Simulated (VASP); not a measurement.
# GaP (hb.eB) (F-43m) in VASP: a series of runs

The runs below take GaP (hb.eB) through single point, with PBE.

Everything below comes from runs of VASP 6.6.1. Logs are shortened: lines on timing, memory, paths and dates and some standing lists are left out, and cuts for length are marked.

### Step 1. The cell of the first run

It takes space group F-43m (No. 216, cubic). Conventional cell: a = 5.507 Å, b = 5.507 Å, c = 5.507 Å, α = 90.00°, β = 90.00°, γ = 90.00°. Within 3.1 Å of Ga (site symmetry -43m) lie 4 P at 2.38 Å. Within 3.1 Å of P (site symmetry -43m) lie 4 Ga at 2.38 Å.

### Step 2. Single point, PBE

Input file INCAR:

```
SYSTEM = GaP
  PREC = Accurate
  ENCUT = 500
  EDIFF = 1E-6
  ISMEAR = 0
  SIGMA = 0.1
  LREAL = .FALSE.
  LASPH = .TRUE.
  NELM = 120
  ALGO = Normal
  ISIF = 2
  LWAVE = .FALSE.
  LCHARG = .FALSE.
  GGA = PE
  NBANDS = 26
  GGA_COMPAT = .FALSE.
```

Input file KPOINTS:

```
Automatic mesh
0
G
  6 4 6
  0 0 0
```

Input file POSCAR:

```
GaP
1.0
    3.8937582993      0.0000000000      0.0000000000
    0.0000000000      5.5066058189      0.0000000000
    0.0000000000      0.0000000000      3.8937583263
Ga P
2 2
Direct
    0.0000000000      0.0000000000      0.0000000000
    0.5000000000      0.5000000000      0.4999921000
    0.5000000000      0.2500000000      0.0000000000
    0.0000000000      0.7500000000      0.4999921000
```

Potentials or basis: VASP PAW PBE potentials, release 64 (Ga_d, P).

Command:

```bash
> cat potpaw_PBE.64/Ga_d/POTCAR potpaw_PBE.64/P/POTCAR > POTCAR
> mpirun -np 1 vasp_std > vasp.out
```

OUTCAR:

```text
SYSTEM = GaP
   PREC = Accurate
   ENCUT = 500
   EDIFF = 1E-6
   ISMEAR = 0
   LREAL = .FALSE.
   LASPH = .TRUE.
   NELM = 120
   ISIF = 2
   GGA = PE

 ion  position               nearest neighbor table
   1  0.000  0.000  0.000-   4 2.38   3 2.38   3 2.38   4 2.38
   2  0.500  0.500  0.500-   3 2.38   4 2.38   4 2.38   3 2.38
   3  0.500  0.250  0.000-   2 2.38   1 2.38   1 2.38   2 2.38
   4  0.000  0.750  0.500-   1 2.38   2 2.38   2 2.38   1 2.38

  LATTYP: Found a simple tetragonal cell.
 ALAT       =     3.8937582993
 C/A-ratio  =     1.4142135684

  Lattice vectors:

 A1 = (  -3.8937582993,   0.0000000000,   0.0000000000)
 A2 = (   0.0000000000,   0.0000000000,   3.8937583263)
 A3 = (   0.0000000000,   5.5066058189,   0.0000000000)

Analysis of symmetry for initial positions (statically):
=====================================================================
 Subroutine PRICEL returns:
 Original cell was already a primitive cell.

 Routine SETGRP: Setting up the symmetry group for a
 simple tetragonal supercell.

 Subroutine GETGRP returns: Found  8 space group operations
 (whereof  6 operations were pure point group operations)
 out of a pool of 16 trial point group operations.

The static configuration has the point symmetry C_3h.
 The point group associated with its full space group is D_2d.

Analysis of symmetry for dynamics (positions and initial velocities):
=====================================================================
 Subroutine PRICEL returns:
 Original cell was already a primitive cell.

 Routine SETGRP: Setting up the symmetry group for a
 simple tetragonal supercell.

 Subroutine GETGRP returns: Found  8 space group operations
 (whereof  6 operations were pure point group operations)
 out of a pool of 16 trial point group operations.

The dynamic configuration has the point symmetry C_3h.
 The point group associated with its full space group is D_2d.

 Subroutine INISYM returns: Found  8 space group operations
 (whereof  6 operations are pure point group operations),
 and found     1 'primitive' translations

----------------------------------------------------------------------------------------

                                     Primitive cell

  volume of cell :      83.4876

  direct lattice vectors                    reciprocal lattice vectors
     3.893758299  0.000000000  0.000000000     0.256821282  0.000000000  0.000000000
     0.000000000  5.506605819  0.000000000     0.000000000  0.181600070  0.000000000
     0.000000000  0.000000000  3.893758326     0.000000000  0.000000000  0.256821281

  length of vectors
     3.893758299  5.506605819  3.893758326     0.256821282  0.181600070  0.256821281

  position of ions in fractional coordinates (direct lattice)
     0.000000000  0.000000000  0.000000000
     0.500000000  0.500000000  0.499992100
     0.500000000  0.250000000  0.000000000
     0.000000000  0.750000000  0.499992100

  ion indices of the primitive-cell ions
   primitive index   ion index
                 1           1
                 2           2
                 3           3
                 4           4

----------------------------------------------------------------------------------------

 KPOINTS: Automatic mesh

Automatic generation of k-mesh.
 Grid dimensions read from file:
 generate k-points for:    6    4    6

 Generating k-lattice:

  Cartesian coordinates                     Fractional coordinates (reciprocal lattice)
     0.042803547  0.000000000  0.000000000     0.166666667  0.000000000  0.000000000
     0.000000000  0.045400017  0.000000000     0.000000000  0.250000000  0.000000000
     0.000000000  0.000000000  0.042803547     0.000000000  0.000000000  0.166666667

  Length of vectors
     0.042803547  0.045400017  0.042803547

  Shift w.r.t. Gamma in fractional coordinates (k-lattice)
     0.000000000  0.000000000  0.000000000

 Subroutine IBZKPT returns following result:
 ===========================================

 Found     30 irreducible k-points:

 Following reciprocal coordinates:
            Coordinates               Weight
  0.000000  0.000000  0.000000      1.000000
  0.166667  0.000000  0.000000      4.000000
  0.333333  0.000000  0.000000      4.000000
  0.500000  0.000000  0.000000      2.000000
  0.000000  0.250000  0.000000      2.000000
  0.166667  0.250000  0.000000      8.000000
[... 16 lines left out ...]
  0.500000  0.000000  0.333333      4.000000
  0.333333  0.250000  0.333333      8.000000
 [... further k-points ...]
   k-points           NKPTS =     30   k-points in BZ     NKDIM =     30   number of bands    NBANDS=     26
   number of dos      NEDOS =    301   number of ions     NIONS =      4
   total plane-waves  NPLWV =  31360
   dimension x,y,z NGX =    28 NGY =   40 NGZ =   28
   dimension x,y,z NGXF=    56 NGYF=   80 NGZF=   56
   ions per type =               2   2
   NGX,Y,Z   is equivalent  to a cutoff of  11.95, 12.08, 11.95 a.u.
   NGXF,Y,Z  is equivalent  to a cutoff of  23.91, 24.15, 23.91 a.u.
 SYSTEM =  GaP
   PREC   = accura    normal or accurate (medium, high low for compatibility)
   ISTART =      0    job   : 0-new  1-cont  2-samecut
   ICHARG =      2    charge: 1-file 2-atom 10-const
   ISPIN  =      1    spin polarized calculation?
   LNONCOLLINEAR =      F non collinear calculations
   LSORBIT =      F    spin-orbit coupling
   LASPH  =      T    aspherical Exc in radial PAW
   ENCUT  =  500.0 eV  36.75 Ry    6.06 a.u.   7.10 10.04  7.10*2*pi/ulx,y,z
   NELM   =    120;   NELMIN=  2; NELMDL= -5     # of ELM steps
   EDIFF  = 0.1E-05   stopping-criterion for ELM
   LREAL  =      F    real-space projection
   EDIFFG = 0.1E-04   stopping-criterion for IOM
   NSW    =      0    number of steps for IOM
   IBRION =     -1    ionic relax: 0-MD 1-quasi-New 2-CG
   NFREE  =      0    steps in history (QN), initial steepest desc. (CG)
   ISIF   =      2    stress and relaxation
   ISYM   =      2    0-nonsym 1-usesym 2-fastsym
   POTIM  = 0.5000    time-step for ionic-motion
   TEBEG  =    0.0;   TEEND  =   0.0 temperature during run
   PSTRESS=    0.0 pullay stress
   NELECT =      36.0000    total number of electrons
   NUPDOWN=      -1.0000    fix difference up-down
   EMIN   =  10.00;   EMAX   =-10.00  energy-range for DOS
   EFERMI =   0.00;   METHOD = LEGACY
   ISMEAR =     0;   SIGMA  =   0.10  broadening in eV -4-tet -1-fermi 0-gaus
   EFERMI_NEDOS =   21; number of points for ismear=-14 and -15
   IALGO  =     38    algorithm
   IMIX   =      4    mixing-type and parameters
     AMIX     =   0.40;   BMIX     =  1.00
     AMIX_MAG =   1.60;   BMIX_MAG =  1.00
  volume/ion in A,a.u.               =      20.87       140.85
  Fermi-wavevector in a.u.,A,eV,Ry     =   1.236806  2.337225 20.812692  1.529690
  Thomas-Fermi vector in A             =   2.371400
   LORBIT       =      0    0 simple, 1 ext, 2 COOP (PROOUT), +10 PAW based schemes
   GGA     = PE    functional components
   LHFCALC =     F    Hartree Fock is set to
   AEXX    =    0.0000 exact exchange contribution
   IVDW    =     0    specifies the selected vdW correction
   LEPSILON=     F    determine dielectric tensor
   LRPA    =     F    only Hartree local field effects (RPA)
 non-spin polarized calculation
 Gauss-broadening in eV      SIGMA  =   0.10
  energy-cutoff  :      500.00
  volume of cell :       83.49
 maximum number of plane-waves:      2142
   NGX = 15   NGY = 21   NGZ = 15

 number of electron      35.9999975 magnetization

 Free energy of the ion-electron system (eV)
  ---------------------------------------------------
  ext. energy  EPLUGINS =         0.00000000
  ---------------------------------------------------
  free energy    TOTEN  =       -18.24452493 eV

  energy without entropy =      -18.24452493  energy(sigma->0) =      -18.24452493

 E-fermi :   4.8003     XC(G=0):  -9.6930

 val. band max:        4.3453599802   @ k =   0.0000   0.0000   0.0000
 cond. band min:       5.9180197023   @ k =   0.0000   0.0000   0.0000
 fundamental gap:      1.5726597221
 Fermi energy:         4.8003195842

 k-point     1 :       0.0000    0.0000    0.0000
  band No.  band energies     occupation
      1     -10.2644      2.00000
      2     -10.1591      2.00000
      3     -10.1591      2.00000
      4     -10.1585      2.00000
      5     -10.1004      2.00000
      6     -10.1004      2.00000
[... 18 lines left out ...]
     25      13.0202      0.00000
     26      14.0888      0.00000

 k-point     2 :       0.1667    0.0000    0.0000
  band No.  band energies     occupation
      1     -10.2569      2.00000
      2     -10.1736      2.00000
      3     -10.1549      2.00000
      4     -10.1518      2.00000
      5     -10.1102      2.00000
      6     -10.1040      2.00000
[... 18 lines left out ...]
     25      13.0527      0.00000
     26      13.2570      0.00000

 k-point     3 :       0.3333    0.0000    0.0000
  band No.  band energies     occupation
      1     -10.2422      2.00000
      2     -10.2026      2.00000
      3     -10.1437      2.00000
      4     -10.1401      2.00000
      5     -10.1241      2.00000
      6     -10.1143      2.00000
[... 18 lines left out ...]
     25      11.6110      0.00000
     26      11.9931      0.00000

 k-point     4 :       0.5000    0.0000    0.0000
  band No.  band energies     occupation
      1     -10.2263      2.00000
      2     -10.2262      2.00000
      3     -10.1325      2.00000
      4     -10.1325      2.00000
      5     -10.1289      2.00000
      6     -10.1287      2.00000
[... 18 lines left out ...]
     25      10.5364      0.00000
     26      10.5364      0.00000

 k-point     5 :       0.0000    0.2500    0.0000
  band No.  band energies     occupation
      1     -10.2517      2.00000
      2     -10.1781      2.00000
      3     -10.1508      2.00000
      4     -10.1508      2.00000
      5     -10.1093      2.00000
      6     -10.1093      2.00000
[... 18 lines left out ...]
     25      12.4527      0.00000
     26      13.1410      0.00000

 k-point     6 :       0.1667    0.2500    0.0000
  band No.  band energies     occupation
      1     -10.2463      2.00000
      2     -10.1859      2.00000
      3     -10.1496      2.00000
      4     -10.1485      2.00000
      5     -10.1174      2.00000
      6     -10.1129      2.00000
[... 427 lines left out ...]
 k-point    21 :       0.5000    0.5000    0.1667
  band No.  band energies     occupation
      1     -10.2334      2.00000
      2     -10.2334      2.00000
      3     -10.1340      2.00000
      4     -10.1339      2.00000
      5     -10.1284      2.00000
      6     -10.1283      2.00000
[... 18 lines left out ...]
     25      12.5117      0.00000
     26      12.5117      0.00000

 k-point    22 :       0.3333    0.0000    0.3333
  band No.  band energies     occupation
      1     -10.2520      2.00000
      2     -10.2430      2.00000
      3     -10.1174      2.00000
      4     -10.1156      2.00000
      5     -10.1150      2.00000
      6     -10.1045      2.00000
[... 18 lines left out ...]
     25      12.4199      0.00000
     26      12.4204      0.00000

 k-point    23 :       0.5000    0.0000    0.3333
  band No.  band energies     occupation
      1     -10.2557      2.00000
      2     -10.2557      2.00000
      3     -10.1094      2.00000
      4     -10.1092      2.00000
      5     -10.1061      2.00000
      6     -10.1061      2.00000
[... 18 lines left out ...]
     25      13.7774      0.00000
     26      13.7774      0.00000

 k-point    24 :       0.3333    0.2500    0.3333
  band No.  band energies     occupation
      1     -10.2461      2.00000
      2     -10.2383      2.00000
      3     -10.1242      2.00000
      4     -10.1213      2.00000
      5     -10.1168      2.00000
      6     -10.1105      2.00000
[... 18 lines left out ...]
     25      12.2108      0.00000
     26      12.3554      0.00000

 [... further k-points ...]

------------------------ aborting loop because EDIFF is reached ----------------------------------------

  FORCE on cell =-STRESS in cart. coord.  units (eV):
  Direction    XX          YY          ZZ          XY          YZ          ZX
  --------------------------------------------------------------------------------------
  -------------------------------------------------------------------------------------
  Total       -0.0062146     -0.0811033     -0.0062146      0.0000000      0.0000000      0.0000000
  in kB       -0.1192627     -1.5564210     -0.1192627      0.0000000      0.0000000      0.0000000
  external PRESSURE =      -0.5983155 kB  Pullay stress =       0.0000000 kB

 VOLUME and BASIS-vectors are now :
 -----------------------------------------------------------------------------
  energy-cutoff  :      500.00
  volume of cell :       83.49
      direct lattice vectors                 reciprocal lattice vectors
     3.893758299  0.000000000  0.000000000     0.256821282  0.000000000  0.000000000
     0.000000000  5.506605819  0.000000000     0.000000000  0.181600070  0.000000000
     0.000000000  0.000000000  3.893758326     0.000000000  0.000000000  0.256821281

 POSITION                                       TOTAL-FORCE (eV/Angst)
 -----------------------------------------------------------------------------------
      0.00000      0.00000      0.00000         0.000000     -0.000137     -0.003536
      1.94688      2.75330      1.94685         0.000000      0.000137      0.003536
      1.94688      1.37665      0.00000         0.000000      0.000590     -0.004046
      0.00000      4.12995      1.94685         0.000000     -0.000590      0.004046
 -----------------------------------------------------------------------------------
    total drift:                                0.000000      0.000002      0.014305

  FREE ENERGIE OF THE ION-ELECTRON SYSTEM (eV)
  ---------------------------------------------------
  free  energy   TOTEN  =       -18.2445249296 eV

  energy  without entropy=      -18.2445249296  energy(sigma->0) =      -18.24452493
```

Run time: 86 s. Hardware: 1 thread of Intel Xeon 8259CL, shared host; peak memory 0.2 GiB.

What came out:

| Quantity | Value |
| --- | --- |
| Free energy | -18.2445 eV |
| Pressure | -0.1 GPa |
| Band gap on the k mesh | 1.57 eV |

Levels at points of the mesh, in eV from the valence-band top:
```csv
k point,band 14,band 15,band 16,band 17,band 18,band 19,band 20,band 21,band 22,band 23
"(0.00, 0.00, 0.00)",-2.58,-2.58,0.00,0.00,0.00,1.57,1.72,1.85,3.89,3.89
"(0.50, 0.00, 0.00)",-5.32,-3.26,-3.26,-1.15,-1.15,3.11,3.11,5.62,5.62,5.80
"(0.00, 0.50, 0.00)",-3.66,-1.61,-1.61,-1.61,-1.61,2.21,2.21,3.65,3.65,6.66
"(0.50, 0.50, 0.00)",-6.46,-1.07,-1.07,-1.07,-1.07,1.58,1.58,4.73,4.73,4.73
"(0.50, 0.00, 0.50)",-6.61,-2.58,-2.58,-2.58,-2.58,1.72,1.72,1.85,1.85,10.37
"(0.50, 0.50, 0.50)",-6.42,-3.43,-3.43,-3.27,-3.27,4.70,4.70,4.73,4.73,6.02
```

A k mesh can miss the band edges. A hybrid or GW would open this gap; PBE tends to underestimate it.

(Continued in part 2 of 2.)
